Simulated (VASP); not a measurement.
Set up this calculation in VASP 6.6.1, as the native input.

```
Task                   : single point
Functional             : PBEsol
Potentials or basis    : VASP PAW PBE potentials, release 64 (Na_pv)
Cutoff                 : 520 eV
k mesh                 : 14 × 14 × 14
Occupations            : gaussian, width 0.05 eV
Spin                   : no spin polarisation
Dipole correction      : no
Further INCAR settings : ALGO = Normal; EDIFF = 1e-06; NBANDS = 10
```

The structure of Na lies in POSCAR:

```
Na
1.0
   -2.0857656105      2.0857656105      2.0857656105
    2.0857656105     -2.0857656105      2.0857656105
    2.0857656105      2.0857656105     -2.0857656105
Na
1
Direct
    0.0000000000      0.0000000000      0.0000000000
```

One way to write it, as run:

INCAR

```
PREC = Accurate
ENCUT = 520
EDIFF = 1E-6
ISMEAR = 0
SIGMA = 0.05
LREAL = False
LASPH = True
NELM = 80
ALGO = Normal
ISIF = 2
LWAVE = False
LCHARG = True
GGA = PS
LELF = True
LVHAR = True
NBANDS = 10
```

KPOINTS

```
regular mesh
0
Gamma
  14 14 14
```

Potentials or basis: VASP PAW PBE potentials, release 64 (Na_pv).

Command:

```bash
$ cat potpaw_PBE.64/Na_pv/POTCAR > POTCAR
$ mpirun -np 1 vasp_std > vasp.out
```

Results of the run:

```yaml
Pressure: 0.0 GPa
```

Caveat: the PAW data sets were made with another functional, which shifts forces and pressure a little.

Run time: 32 s on 1 thread of Intel Xeon 6975P-C, with other jobs on the host, peak memory 0.17 GiB.
